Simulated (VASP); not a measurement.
# HfB (Fm-3m) in VASP: notebook, part 2 of 2

VASP 6.6.1. Earlier steps stand in the parts before.

## Step 6: Single point, r2SCAN

This run uses another cell than the first one, of 11.59 Å³/atom, 0.959 times its volume.

Contents of POSCAR:

```
HfB
1.0
    0.0000000000      2.2628439111      2.2628439111
    2.2628439111      0.0000000000      2.2628439111
    2.2628439111      2.2628439111      0.0000000000
Hf B
1 1
Direct
    0.5000000000      0.5000000000      0.5000000000
    0.0000000000      0.0000000000      0.0000000000
```

Contents of INCAR.step1:

```
PREC = Accurate
ENCUT = 520
ISMEAR = -1
SIGMA = 0.05
LREAL = F
LASPH = T
NELM = 100
NBANDS = 14
GGA = PE
ALGO = Normal
EDIFF = 1E-4
LWAVE = T
LCHARG = F
```

Contents of INCAR.step2:

```
PREC = Accurate
ENCUT = 520
EDIFF = 1E-7
ISMEAR = -1
SIGMA = 0.05
LREAL = F
LASPH = T
NELM = 100
ALGO = Normal
ISIF = 2
LWAVE = F
LCHARG = T
METAGGA = R2SCAN
LMIXTAU = T
LELF = T
LVHAR = T
NBANDS = 14
ISTART = 1
```

Contents of KPOINTS:

```
regular mesh
0
Gamma
  10 10 10
```

Potentials or basis: VASP PAW PBE potentials, release 64 (Hf_pv, B).

On the command line:

```bash
> cat potpaw_PBE.64/Hf_pv/POTCAR potpaw_PBE.64/B/POTCAR > POTCAR
> cp INCAR.step1 INCAR
> mpirun -np 1 vasp_std > vasp.out
> cp INCAR.step2 INCAR
> mpirun -np 1 vasp_std > vasp.out
```

OUTCAR:

```text
PREC = Accurate
   ENCUT = 520
   EDIFF = 1E-7
   ISMEAR = -1
   LREAL = F
   LASPH = T
   NELM = 100
   ISIF = 2
   METAGGA = R2SCAN
   ISTART = 1

 ion  position               nearest neighbor table
   1  0.500  0.500  0.500-   2 2.26   2 2.26   2 2.26   2 2.26   2 2.26   2 2.26
   2  0.000  0.000  0.000-   1 2.26   1 2.26   1 2.26   1 2.26   1 2.26   1 2.26

  LATTYP: Found a face centered cubic cell.
 ALAT       =     4.5256878222

  Lattice vectors:

 A1 = (   0.0000000000,   2.2628439111,   2.2628439111)
 A2 = (   2.2628439111,   0.0000000000,   2.2628439111)
 A3 = (   2.2628439111,   2.2628439111,   0.0000000000)

Analysis of symmetry for initial positions (statically):
=====================================================================
 Subroutine PRICEL returns:
 Original cell was already a primitive cell.

 Routine SETGRP: Setting up the symmetry group for a
 face centered cubic supercell.

 Subroutine GETGRP returns: Found 48 space group operations
 (whereof 48 operations were pure point group operations)
 out of a pool of 48 trial point group operations.

The static configuration has the point symmetry O_h .

Analysis of symmetry for dynamics (positions and initial velocities):
[... 167 lines left out ...]
      1     -23.6122      2.00000
      2     -23.6122      2.00000
      3     -23.6122      2.00000
      4      -4.9517      2.00000
      5       7.9509      0.00000
      6       7.9509      0.00000
      7       7.9509      0.00000
      8       9.7857      0.00000
      9       9.7857      0.00000
     10       9.7857      0.00000
     11      10.0675      0.00000
     12      10.0675      0.00000
     13      17.9119      0.00000
     14      20.1246      0.00000
[... 377 lines left out ...]
      1     -24.3157      2.00000
      2     -23.8946      2.00000
      3     -23.8646      2.00000
      4      -1.7930      2.00000
      5       3.0973      2.00000
      6       4.5699      2.00000
      7       6.9505      0.00000
      8       7.8813      0.00000
      9      12.4629      0.00000
     10      14.4581      0.00000
     11      14.7218      0.00000
     12      19.5253      0.00000
     13      20.0766      0.00000
     14      20.1491      0.00000

 [... further k-points ...]
[... 5 lines left out ...]
  --------------------------------------------------------------------------------------
  -------------------------------------------------------------------------------------
  Total        7.1046332      7.1046332      7.1046332      0.0000000      0.0000000     -0.0000000
  in kB      491.2001117    491.2001117    491.2001117      0.0000000      0.0000000     -0.0000000
  external PRESSURE =     491.2001117 kB  Pullay stress =       0.0000000 kB

 VOLUME and BASIS-vectors are now :
 -----------------------------------------------------------------------------
  energy-cutoff  :      520.00
  volume of cell :       23.17
      direct lattice vectors                 reciprocal lattice vectors
     0.000000000  2.262843911  2.262843911    -0.220960888  0.220960888  0.220960888
     2.262843911  0.000000000  2.262843911     0.220960888 -0.220960888  0.220960888
     2.262843911  2.262843911  0.000000000     0.220960888  0.220960888 -0.220960888

 POSITION                                       TOTAL-FORCE (eV/Angst)
 -----------------------------------------------------------------------------------
      2.26284      2.26284      2.26284         0.000000     -0.000000     -0.000000
      0.00000      0.00000      0.00000        -0.000000      0.000000      0.000000
 -----------------------------------------------------------------------------------
    total drift:                               -0.000000     -0.000000      0.000000

  FREE ENERGIE OF THE ION-ELECTRON SYSTEM (eV)
  ---------------------------------------------------
  free  energy   TOTEN  =       -52.7938940522 eV

  energy  without entropy=      -52.7841063906  energy(sigma->0) =      -52.78900022
```

OUTCAR.step1:

```text
PREC = Accurate
   ENCUT = 520
   ISMEAR = -1
   LREAL = F
   LASPH = T
   NELM = 100
[... 626 lines left out ...]
 -----------------------------------------------------------------------------------
      2.26284      2.26284      2.26284         0.000000      0.000000      0.000000
      0.00000      0.00000      0.00000         0.000000     -0.000000      0.000000
 -----------------------------------------------------------------------------------
    total drift:                               -0.000000     -0.000000      0.000000

  FREE ENERGIE OF THE ION-ELECTRON SYSTEM (eV)
  ---------------------------------------------------
  free  energy   TOTEN  =       -16.7820905717 eV

  energy  without entropy=      -16.7736682150  energy(sigma->0) =      -16.77787939
```

Wall time 24 s (1 thread of Intel Xeon 6975P-C (Granite Rapids), shared host); peak memory 0.15 GiB.

Results:

* Free energy: -52.7939 eV
* Pressure: 49.1 GPa

Caveat: the PAW data sets were made with another functional, which shifts forces and pressure a little; spin-orbit coupling is left out, which moves the levels of the heavy elements.

## Step 7: Summary

```csv
level,potentials or basis,cell,gap on the mesh (eV),pressure (GPa)
LDA,"VASP PAW LDA potentials, release 64 (Hf_pv, B)","a = 3.245 Å, angles 60.0°, 2 atoms",none,25.2
LDA,"VASP PAW LDA potentials, release 64 (Hf_pv, B)","a = 3.310 Å, angles 60.0°, 2 atoms",none,10.0
PBE,"VASP PAW PBE potentials, release 64 (Hf_pv, B)","a = 3.310 Å, angles 60.0°, 2 atoms",none,20.2
LDA,"VASP PAW LDA potentials, release 64 (Hf_pv, B)","a = 3.331 Å, angles 60.0°, 2 atoms",none,5.8
r2SCAN,"VASP PAW PBE potentials, release 64 (Hf_pv, B)","a = 3.200 Å, angles 60.0°, 2 atoms",none,49.1
```

Alike in all rows: task single point; no spin polarisation; k mesh 10 × 10 × 10; cutoff (eV) 520; smearing fermi-dirac 0.05 eV.

Caveats: spin-orbit coupling is left out, which moves the levels of the heavy elements; the PAW data sets were made with another functional, which shifts forces and pressure a little (some runs).

Total energies depend on the potentials used, so only differences within one code and one set of settings carry meaning.
